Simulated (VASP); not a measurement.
# Al2O3 (R-3c) in VASP: notebook

Al2O3 is run at these levels: PBE+D3(BJ), PBEsol; tasks: single point, relaxation of cell and atoms.

Program: VASP 6.6.1. These are calculated values, not measurements. Logs are shortened: lines on timing, memory, paths and dates and some standing lists are left out, and cuts for length are marked.

**Experimental background.**

From “Multi-petahertz electron interference in Cr:Al2O3 solid-state material”, 2018, pmc:5906618, for a bulk crystal of Al2O3: band gap 8.7 eV (optical).

How close the calculation comes is told below.

## Step 1: The cell of the first run

Symmetry: R-3c, No. 167, trigonal system. Conventional cell: a = 4.780 Å, b = 4.780 Å, c = 13.038 Å, α = 90.00°, β = 90.00°, γ = 120.00°. Within 2.5 Å of Al (site symmetry 3) lie 6 O at 1.86 to 1.98 Å. O (site symmetry 2) has 4 Al at 1.86 to 1.98 Å and 12 O at 2.54 to 2.88 Å within 2.9 Å.

## Step 2: Single point, PBE+D3(BJ)

INCAR

```
SYSTEM = Al2O3
PREC = Accurate ; ENCUT = 520
EDIFF = 1E-6 ; ISMEAR = -1
SIGMA = 0.05 ; LREAL = .FALSE.
LASPH = .TRUE. ; NELM = 100
ALGO = Normal ; ISIF = 2
LWAVE = .FALSE. ; LCHARG = .FALSE.
GGA = PE ; IVDW = 12
NBANDS = 35
```

KPOINTS

```
Automatic mesh
0
G
  7 7 7
  0 0 0
```

POSCAR

```
Al2O3
1.0
    2.3898858931      1.3798012637      4.3458376397
   -2.3898858931      1.3798012637      4.3458376397
    0.0000000000     -2.7596025274      4.3458376396
Al O
4 6
Direct
    0.8521073905      0.8521073905      0.8521073905
    0.6478926095      0.6478926095      0.6478926095
    0.1478926095      0.1478926095      0.1478926095
    0.3521073905      0.3521073905      0.3521073905
    0.0564116898      0.7500000000      0.4435883102
    0.7500000000      0.4435883102      0.0564116898
    0.4435883102      0.0564116898      0.7500000000
    0.9435883102      0.2500000000      0.5564116898
    0.2500000000      0.5564116898      0.9435883102
    0.5564116898      0.9435883102      0.2500000000
```

Potentials or basis: VASP PAW PBE potentials, release 64 (Al, O).

Command:

```bash
> cat potpaw_PBE.64/Al/POTCAR potpaw_PBE.64/O/POTCAR > POTCAR
> mpirun -np 1 vasp_std > vasp.out
```

OUTCAR:

```text
SYSTEM = Al2O3
   PREC = Accurate
   ENCUT = 520
   EDIFF = 1E-6
   ISMEAR = -1
   LREAL = .FALSE.
   LASPH = .TRUE.
   NELM = 100
   ISIF = 2
   GGA = PE
   IVDW = 12
 IVDW          = 12

 ion  position               nearest neighbor table
   1  0.852  0.852  0.852-  10 1.86   9 1.86   8 1.86   5 1.98   7 1.98   6 1.98   2 2.66   3 2.80
                             3 2.80   3 2.80   2 3.23   2 3.23   2 3.23
   2  0.648  0.648  0.648-  10 1.86   8 1.86   9 1.86   6 1.98   7 1.98   5 1.98   1 2.66   4 2.80
                             4 2.80   4 2.80   1 3.23   1 3.23   1 3.23
   3  0.148  0.148  0.148-   7 1.86   6 1.86   5 1.86   8 1.98  10 1.98   9 1.98   4 2.66   1 2.80
                             1 2.80   1 2.80   4 3.23   4 3.23   4 3.23
   4  0.352  0.352  0.352-   7 1.86   5 1.86   6 1.86   9 1.98  10 1.98   8 1.98   3 2.66   2 2.80
                             2 2.80   2 2.80   3 3.23   3 3.23   3 3.23
   5  0.056  0.750  0.444-   4 1.86   3 1.86   1 1.98   2 1.98
   6  0.750  0.444  0.056-   3 1.86   4 1.86   2 1.98   1 1.98
   7  0.444  0.056  0.750-   3 1.86   4 1.86   1 1.98   2 1.98
   8  0.944  0.250  0.556-   2 1.86   1 1.86   3 1.98   4 1.98
   9  0.250  0.556  0.944-   1 1.86   2 1.86   4 1.98   3 1.98
  10  0.556  0.944  0.250-   1 1.86   2 1.86   3 1.98   4 1.98

  LATTYP: Found a trigonal (rhomboedric) cell.
 ALAT       =     5.1479812451
 COS(alpha) =     0.5689671053

  Lattice vectors:

 A1 = (   2.3898858931,   1.3798012637,   4.3458376397)
 A2 = (  -2.3898858931,   1.3798012637,   4.3458376397)
 A3 = (   0.0000000000,  -2.7596025274,   4.3458376396)

Analysis of symmetry for initial positions (statically):
=====================================================================
 Subroutine PRICEL returns:
 Original cell was already a primitive cell.

 Routine SETGRP: Setting up the symmetry group for a
 trigonal (rhombohedral) supercell.

 Subroutine GETGRP returns: Found 12 space group operations
 (whereof  6 operations were pure point group operations)
 out of a pool of 12 trial point group operations.

The static configuration has the point symmetry S_6 .
 The point group associated with its full space group is D_3d.

Analysis of symmetry for dynamics (positions and initial velocities):
=====================================================================
 Subroutine PRICEL returns:
 Original cell was already a primitive cell.

 Routine SETGRP: Setting up the symmetry group for a
 trigonal (rhombohedral) supercell.

 Subroutine GETGRP returns: Found 12 space group operations
 (whereof  6 operations were pure point group operations)
 out of a pool of 12 trial point group operations.

The dynamic configuration has the point symmetry S_6 .
 The point group associated with its full space group is D_3d.

 Subroutine INISYM returns: Found 12 space group operations
 (whereof  6 operations are pure point group operations),
 and found     1 'primitive' translations

----------------------------------------------------------------------------------------

                                     Primitive cell

  volume of cell :      85.9842

  direct lattice vectors                    reciprocal lattice vectors
     2.389885893  1.379801264  4.345837640     0.209215010  0.120790342  0.076701746
    -2.389885893  1.379801264  4.345837640    -0.209215010  0.120790342  0.076701746
     0.000000000 -2.759602527  4.345837640     0.000000000 -0.241580684  0.076701746

  length of vectors
     5.147981245  5.147981245  5.147981245     0.253464760  0.253464760  0.253464760

  position of ions in fractional coordinates (direct lattice)
     0.852107391  0.852107391  0.852107391
     0.647892609  0.647892609  0.647892609
     0.147892609  0.147892609  0.147892609
     0.352107391  0.352107391  0.352107391
     0.056411690  0.750000000  0.443588310
     0.750000000  0.443588310  0.056411690
     0.443588310  0.056411690  0.750000000
     0.943588310  0.250000000  0.556411690
     0.250000000  0.556411690  0.943588310
     0.556411690  0.943588310  0.250000000

  ion indices of the primitive-cell ions
   primitive index   ion index
                 1           1
                 2           2
                 3           3
                 4           4
                 5           5
                 6           6
                 7           7
                 8           8
                 9           9
                10          10

----------------------------------------------------------------------------------------

 KPOINTS: Automatic mesh

Automatic generation of k-mesh.
 Grid dimensions read from file:
 generate k-points for:    7    7    7

 Generating k-lattice:

  Cartesian coordinates                     Fractional coordinates (reciprocal lattice)
     0.029887859  0.017255763  0.010957392     0.142857143 -0.000000000 -0.000000000
    -0.029887859  0.017255763  0.010957392    -0.000000000  0.142857143 -0.000000000
     0.000000000 -0.034511526  0.010957392     0.000000000  0.000000000  0.142857143

  Length of vectors
     0.036209251  0.036209251  0.036209251

  Shift w.r.t. Gamma in fractional coordinates (k-lattice)
     0.000000000  0.000000000  0.000000000

 Subroutine IBZKPT returns following result:
 ===========================================

 Found     44 irreducible k-points:

 Following reciprocal coordinates:
            Coordinates               Weight
  0.000000  0.000000  0.000000      1.000000
  0.142857 -0.000000 -0.000000      6.000000
  0.285714  0.000000  0.000000      6.000000
  0.428571  0.000000  0.000000      6.000000
  0.142857  0.142857 -0.000000      6.000000
  0.285714  0.142857  0.000000     12.000000
[... 16 lines left out ...]
  0.285714  0.285714  0.142857      6.000000
  0.428571  0.285714  0.142857     12.000000
 [... further k-points ...]
   k-points           NKPTS =     44   k-points in BZ     NKDIM =     44   number of bands    NBANDS=     35
   number of dos      NEDOS =    301   number of ions     NIONS =     10
   total plane-waves  NPLWV =  64000
   dimension x,y,z NGX =    40 NGY =   40 NGZ =   40
   dimension x,y,z NGXF=    80 NGYF=   80 NGZF=   80
   ions per type =               4   6
   NGX,Y,Z   is equivalent  to a cutoff of  12.92, 12.92, 12.92 a.u.
   NGXF,Y,Z  is equivalent  to a cutoff of  25.83, 25.83, 25.83 a.u.
 SYSTEM =  Al2O3
   PREC   = accura    normal or accurate (medium, high low for compatibility)
   ISTART =      0    job   : 0-new  1-cont  2-samecut
   ICHARG =      2    charge: 1-file 2-atom 10-const
   ISPIN  =      1    spin polarized calculation?
   LNONCOLLINEAR =      F non collinear calculations
   LSORBIT =      F    spin-orbit coupling
   LASPH  =      T    aspherical Exc in radial PAW
   ENCUT  =  520.0 eV  38.22 Ry    6.18 a.u.   9.57  9.57  9.57*2*pi/ulx,y,z
   NELM   =    100;   NELMIN=  2; NELMDL= -5     # of ELM steps
   EDIFF  = 0.1E-05   stopping-criterion for ELM
   LREAL  =      F    real-space projection
   EDIFFG = 0.1E-04   stopping-criterion for IOM
   NSW    =      0    number of steps for IOM
   IBRION =     -1    ionic relax: 0-MD 1-quasi-New 2-CG
   NFREE  =      0    steps in history (QN), initial steepest desc. (CG)
   ISIF   =      2    stress and relaxation
   ISYM   =      2    0-nonsym 1-usesym 2-fastsym
   POTIM  = 0.5000    time-step for ionic-motion
   TEBEG  =    0.0;   TEEND  =   0.0 temperature during run
   PSTRESS=    0.0 pullay stress
   NELECT =      48.0000    total number of electrons
   NUPDOWN=      -1.0000    fix difference up-down
   EMIN   =  10.00;   EMAX   =-10.00  energy-range for DOS
   EFERMI =   0.00;   METHOD = LEGACY
   ISMEAR =    -1;   SIGMA  =   0.05  broadening in eV -4-tet -1-fermi 0-gaus
   EFERMI_NEDOS =   21; number of points for ismear=-14 and -15
   IALGO  =     38    algorithm
   IMIX   =      4    mixing-type and parameters
     AMIX     =   0.40;   BMIX     =  1.00
     AMIX_MAG =   1.60;   BMIX_MAG =  1.00
  volume/ion in A,a.u.               =       8.60        58.02
  Fermi-wavevector in a.u.,A,eV,Ry     =   1.347977  2.547307 24.722351  1.817042
  Thomas-Fermi vector in A             =   2.475683
   LORBIT       =      0    0 simple, 1 ext, 2 COOP (PROOUT), +10 PAW based schemes
   GGA     = PE    functional components
   LHFCALC =     F    Hartree Fock is set to
   AEXX    =    0.0000 exact exchange contribution
   IVDW    =    12    specifies the selected vdW correction
   LEPSILON=     F    determine dielectric tensor
   LRPA    =     F    only Hartree local field effects (RPA)
 non-spin polarized calculation
  energy-cutoff  :      520.00
  volume of cell :       85.98
 maximum number of plane-waves:      2336
 NGX is ok and might be reduce to    40
   NGX = 19   NGY = 19   NGZ = 19

 number of electron      48.0000012 magnetization

 Free energy of the ion-electron system (eV)
  ---------------------------------------------------
  ext. energy  EPLUGINS =         0.00000000
  ---------------------------------------------------
  free energy    TOTEN  =       -74.78889343 eV

  energy without entropy =      -74.78889343  energy(sigma->0) =      -74.78889343

 E-fermi :   7.1591     XC(G=0): -11.6297

 val. band max:        6.0145751326   @ k =   0.0000   0.0000   0.0000
 cond. band min:      12.0870016155   @ k =   0.0000   0.0000   0.0000
 fundamental gap:      6.0724264829
 Fermi energy:         7.1591130128

 k-point     1 :       0.0000    0.0000    0.0000
  band No.  band energies     occupation
      1     -13.1457      2.00000
      2     -10.8520      2.00000
      3     -10.5827      2.00000
      4     -10.5827      2.00000
      5     -10.2698      2.00000
      6     -10.2698      2.00000
[... 27 lines left out ...]
     34      19.4039      0.00000
     35      20.5457      0.00000
[... 843 lines left out ...]
      5     -10.4849      2.00000
      6     -10.2163      2.00000
[... 27 lines left out ...]
     34      19.4948      0.00000
     35      19.8101      0.00000

 [... further k-points ...]

------------------------ aborting loop because EDIFF is reached ----------------------------------------

 Edisp (eV)   -2.34014

 E8    (eV) :    -0.8836

  FORCE on cell =-STRESS in cart. coord.  units (eV):
  Direction    XX          YY          ZZ          XY          YZ          ZX
  --------------------------------------------------------------------------------------
  -------------------------------------------------------------------------------------
  Total      -0.06975    -0.06975    -0.08745    -0.00000    -0.00000     0.00000
  in kB      -1.29962    -1.29962    -1.62956    -0.00000    -0.00000     0.00000
  external pressure =       -1.41 kB  Pullay stress =        0.00 kB

 VOLUME and BASIS-vectors are now :
 -----------------------------------------------------------------------------
  energy-cutoff  :      520.00
  volume of cell :       85.98
      direct lattice vectors                 reciprocal lattice vectors
     2.389885893  1.379801264  4.345837640     0.209215010  0.120790342  0.076701746
    -2.389885893  1.379801264  4.345837640    -0.209215010  0.120790342  0.076701746
     0.000000000 -2.759602527  4.345837640     0.000000000 -0.241580684  0.076701746

 POSITION                                       TOTAL-FORCE (eV/Angst)
 -----------------------------------------------------------------------------------
      0.00000      0.00000     11.10936        -0.000000     -0.000000      0.001768
      0.00000      0.00000      8.44691        -0.000000     -0.000000     -0.001768
      0.00000      0.00000      1.92815        -0.000000     -0.000000     -0.001768
      0.00000      0.00000      4.59060        -0.000000     -0.000000      0.001768
     -1.65760     -0.11144      5.43230        -0.000741     -0.001283     -0.000000
      0.73229      1.49124      5.43230        -0.000741      0.001283      0.000000
      0.92531     -1.37980      5.43230         0.001481     -0.000000     -0.000000
      1.65760      0.11144      7.60522         0.000741      0.001283      0.000000
     -0.73229     -1.49124      7.60522         0.000741     -0.001283     -0.000000
     -0.92531      1.37980      7.60522        -0.001481     -0.000000     -0.000000
 -----------------------------------------------------------------------------------
    total drift:                                0.000000      0.000000      0.000000

  FREE ENERGIE OF THE ION-ELECTRON SYSTEM (eV)
  ---------------------------------------------------
  free  energy   TOTEN  =       -77.1290295468 eV

  energy  without entropy=      -77.1290295468  energy(sigma->0) =      -77.12902955
```

Wall time 67 s (1 thread of Intel Xeon 6975P-C (Granite Rapids), shared host); peak memory 0.28 GiB.

Results:

* Free energy: -77.1290 eV
* Pressure: -0.1 GPa
* Band gap on the k mesh: 6.07 eV
* Dispersion energy per atom: -0.234 eV

## Step 3: Relaxation of cell and atoms, PBEsol

This run uses another cell than the first one, of 8.50 Å³/atom.

INCAR

```
  ALGO = Normal
  EDIFF = 1E-7
  EDIFFG = -0.01
  ENCUT = 600
  GGA = PS
  IBRION = 2
  ISIF = 3
  ISMEAR = -1
  LASPH = T
  LCHARG = F
  LREAL = F
  LWAVE = F
  NELM = 100
  NSW = 60
  PREC = Accurate
  SIGMA = 0.05
```

KPOINTS

```
k-points
0
Gamma
  7 7 7
```

POSCAR

```
Al2O3
1.0
    2.3802500000      1.3742379782      4.3318666667
   -2.3802500000      1.3742379782      4.3318666667
    0.0000000000     -2.7484759565      4.3318666667
Al O
4 6
Direct
    0.8521600000      0.8521600000      0.8521600000
    0.6478400000      0.6478400000      0.6478400000
    0.1478400000      0.1478400000      0.1478400000
    0.3521600000      0.3521600000      0.3521600000
    0.0566800000      0.7500000000      0.4433200000
    0.7500000000      0.4433200000      0.0566800000
    0.4433200000      0.0566800000      0.7500000000
    0.9433200000      0.2500000000      0.5566800000
    0.2500000000      0.5566800000      0.9433200000
    0.5566800000      0.9433200000      0.2500000000
```

Potentials or basis: VASP PAW PBE potentials, release 64 (Al, O).

Command:

```bash
> cat potpaw_PBE.64/Al/POTCAR potpaw_PBE.64/O/POTCAR > POTCAR
> mpirun -np 1 vasp_std > vasp.out
```

Run time: 3.4 min. Hardware: 1 thread of Intel Xeon 6975P-C (Granite Rapids), shared host; peak memory 0.32 GiB.

The run converged. Its results:

```
Free energy                           : -78.6805 eV
Relaxed volume                        : 8.55 Å³/atom
Relaxed cell                          : a = 5.138 Å, b = 5.138 Å, c = 5.138 Å, α = 55.35°, β = 55.35°, γ = 55.35°
Space group after relaxing (to 0.1 Å) : R-3c (No. 167)
Energy gained by relaxing             : 0.4 meV/atom
Ionic steps                           : 4
Pressure after relaxing               : 0.0 GPa
Largest force after relaxing          : 0.010 eV/Å
Band gap on the k mesh                : 6.06 eV
```

Forces on the atoms (eV/Å):
```
Al   0.000  0.000  0.010
Al   0.000  0.000 -0.010
Al   0.000  0.000 -0.010
Al   0.000  0.000  0.010
O    0.002  0.004  0.000
O    0.002 -0.004  0.000
O   -0.005  0.000  0.000
O   -0.002 -0.004  0.000
O   -0.002  0.004  0.000
O    0.005  0.000  0.000
```

Step by step:
| step | energy change (eV) | largest force (eV/Å) | pressure (GPa) | volume (Å³) |
| --- | --- | --- | --- | --- |
| 1 | 0.0000 | 0.0888 | 1.50 | 85.02 |
| 2 | -0.0019 | 0.0280 | -1.29 | 86.00 |
| 3 | -0.0036 | 0.0358 | -0.17 | 85.60 |
| 4 | -0.0038 | 0.0099 | 0.04 | 85.53 |

Final structure:
```yaml
crystal:
  lattice:
    - [2.38616, 1.37765, 4.33645]
    - [-2.38616, 1.37765, 4.33645]
    - [0.00000, -2.75529, 4.33645]
  atoms:
    - { symbol: Al, position: [0.85203, 0.85203, 0.85203] }
    - { symbol: Al, position: [0.64797, 0.64797, 0.64797] }
    - { symbol: Al, position: [0.14797, 0.14797, 0.14797] }
    - { symbol: Al, position: [0.35203, 0.35203, 0.35203] }
    - { symbol: O, position: [0.05578, 0.75000, 0.44422] }
    - { symbol: O, position: [0.75000, 0.44422, 0.05578] }
    - { symbol: O, position: [0.44422, 0.05578, 0.75000] }
    - { symbol: O, position: [0.94422, 0.25000, 0.55578] }
    - { symbol: O, position: [0.25000, 0.55578, 0.94422] }
    - { symbol: O, position: [0.55578, 0.94422, 0.25000] }
```

Levels at points of the mesh, in eV from the valence-band top:
```
           k point  band 22  band 23  band 24  band 25  band 26  band 27
(0.00, 0.00, 0.00)    -0.04    -0.04     0.00     6.06     8.92    10.61
```

Caveat: the PAW data sets were made with another functional, which shifts forces and pressure a little. Zero-point motion and thermal expansion aren't in these numbers.

## Step 4: Comparison with measurements

Step 2. A measured gap of Al2O3 is 8.7 eV (optical; quoted in “Multi-petahertz electron interference in Cr:Al2O3 solid-state material”, 2018, pmc:5906618); the calculated 6.07 eV misses it by -2.63 eV. The value is that of PBE+D3(BJ) on a finite k mesh, which can miss the band edges, without temperature or zero-point motion. Semilocal functionals fall short of measured gaps as a rule.
